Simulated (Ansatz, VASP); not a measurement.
BiC2 in VASP and in Ansatz

File INCAR:

```
PREC = Accurate
ENCUT = 520
EDIFF = 1E-7
ISMEAR = 0
SIGMA = 0.1
LREAL = False
LASPH = True
NELM = 80
ALGO = Normal
ISIF = 2
LWAVE = False
LCHARG = True
GGA = PE
LELF = True
LVHAR = True
NBANDS = 18
```

The input KPOINTS:

```
Automatic mesh
0
Gamma
  6 6 6
```

The input POSCAR:

```
BiC2
1.0
    3.5837856113      0.0000000000      0.0000000000
   -1.7918928057      3.1036493811      0.0000000000
    0.0000000000      0.0000000000      3.8695359591
Bi C
1 2
Direct
    0.0000000000      0.0000000000      0.0000000000
    0.3333333333      0.6666666667      0.5000000000
    0.6666666667      0.3333333333      0.5000000000
```

Input for Ansatz:

```yaml
crystal:
  lattice:
    - [3.5837856113, 0.0, 0.0]
    - [-1.7918928057, 3.1036493811, 0.0]
    - [0.0, 0.0, 3.8695359591]
  atoms:
    - { symbol: Bi, position: [0.0, 0.0, 0.0] }
    - { symbol: C, position: [0.3333333333, 0.6666666667, 0.5] }
    - { symbol: C, position: [0.6666666667, 0.3333333333, 0.5] }
basis:
  ecutwfc: 420
kpoints:
  mp_grid: { grid: [6, 6, 6] }
hamiltonian:
  xc: pbe
scf:
  occupations: { method: gaussian, width: 0.1 }
  lower_state_search: "off"
output:
  forces: true
  stress: true
  eigenvalues: true
```

Alike in both runs: task single point; functional PBE; k mesh 6 × 6 × 6; occupations gaussian, width 0.1 eV; no spin polarisation.

|  | VASP | Ansatz |
| --- | --- | --- |
| version | VASP 6.6.1 | Ansatz 0.2.0 |
| potentials or method | VASP PAW PBE potentials, release 64 (Bi_d, C), cutoff 520 eV | scalar-relativistic, plane waves, PAW |
| valence electrons in the cell | 23 | 23 |

Ansatz gave:

```
gap on the k mesh at the Fermi level (eV)                     : none
pressure (GPa)                                                : -4.0
traceless stress, the component that is largest in VASP (GPa) : 2.42
```

Q: Estimate VASP's values.

A: gap on the k mesh at the Fermi level (eV): none; pressure (GPa): -4.0; traceless stress, the component that is largest in VASP (GPa): 2.41.

A gap of «none» marks a metal or a gap that the smearing closes.

Neither program's run includes spin-orbit coupling.
